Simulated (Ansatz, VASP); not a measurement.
## WS2 in VASP and in Ansatz

```
W S
1.0
     1.58589    0.91561    6.23748
    -1.58589    0.91561    6.23748
     0.00000   -1.83122    6.23748
W S
1 2
Direct
  0.00067 0.00067 0.00067
  0.25056 0.25056 0.25056
  0.41748 0.41748 0.41748
```

Alike in both runs: task single point; functional PBE; k mesh 10 × 10 × 10; no spin polarisation.

|  | VASP | Ansatz |
| --- | --- | --- |
| version | VASP 6.6.1 | Ansatz 0.2.0 |
| potentials or method | VASP PAW PBE potentials, release 64 (W_sv, S) | plane waves, PAW |
| plane-wave cutoff (eV) | 520 | 420 |
| occupations | gaussian, width 0.01 eV | fixed |
| valence electrons in the cell | 26 | 26 |

VASP gave:

| Item | Value |
| --- | --- |
| gap on the k mesh at the Fermi level (eV) | 1.14 |
| pressure (GPa) | 3.2 |
| traceless stress, the component that is largest in VASP (GPa) | 0.90 |
| rms of the force components (eV/Å) | 0.092 |

Estimate Ansatz's values.

gap on the k mesh at the Fermi level (eV): 1.13; pressure (GPa): 3.3; traceless stress, the component that is largest in VASP (GPa): 0.90; rms of the force components (eV/Å): 0.091.

Atom by atom the forces differ by 0.001 eV/Å (rms over components).

Spin-orbit coupling is off throughout.
